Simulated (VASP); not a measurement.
A run of VASP 6.6.1 is set up as follows.

Contents of POSCAR:

```
Ge
1.0
    4.0122815186      0.0000000000      0.0000000000
   -2.0061407593      3.4747377222      0.0000000000
    0.0000000000      0.0000000000     13.1161000000
Ge
4
Direct
    0.1666666667      0.3333333333      0.3430912778
    0.5000000000      1.0000000000      0.3988204396
    0.5000000000      1.0000000000      0.6011797757
    0.8333333333      0.6666666667      0.6569087222
```

Contents of INCAR.step1:

```
ALGO = Normal
DIPOL = 0.5 0.5 0.500
EDIFF = 1E-4
ENCUT = 520
GGA = PE
IDIPOL = 3
ISMEAR = -1
LASPH = T
LCHARG = F
LDIPOL = T
LREAL = F
LWAVE = T
NBANDS = 36
NELM = 100
PREC = Accurate
SIGMA = 0.02
```

INCAR.step2

```
ALGO = Normal
DIPOL = 0.5 0.5 0.500
EDIFF = 1E-6
ENCUT = 520
IDIPOL = 3
ISIF = 2
ISMEAR = -1
ISTART = 1
LASPH = T
LCHARG = F
LDIPOL = T
LMIXTAU = T
LREAL = F
LWAVE = F
METAGGA = R2SCAN
NBANDS = 36
NELM = 100
PREC = Accurate
SIGMA = 0.02
```

File KPOINTS:

```
k-points
0
Gamma
  9 9 1
```

Potentials or basis: VASP PAW PBE potentials, release 64 (Ge_d).

Command:

```console
$ cat potpaw_PBE.64/Ge_d/POTCAR > POTCAR
$ cp INCAR.step1 INCAR
$ mpirun -np 1 vasp_std > vasp.out
$ cp INCAR.step2 INCAR
$ mpirun -np 1 vasp_std > vasp.out
```

(1) What does it give for the largest force?

(2) What does it give for the band gap on the k mesh?

Results:

(1) 0.017 eV/Å.

(2) zero (filled and empty bands touch).

Caveat: the PAW data sets were made with another functional, which shifts forces and pressure a little.
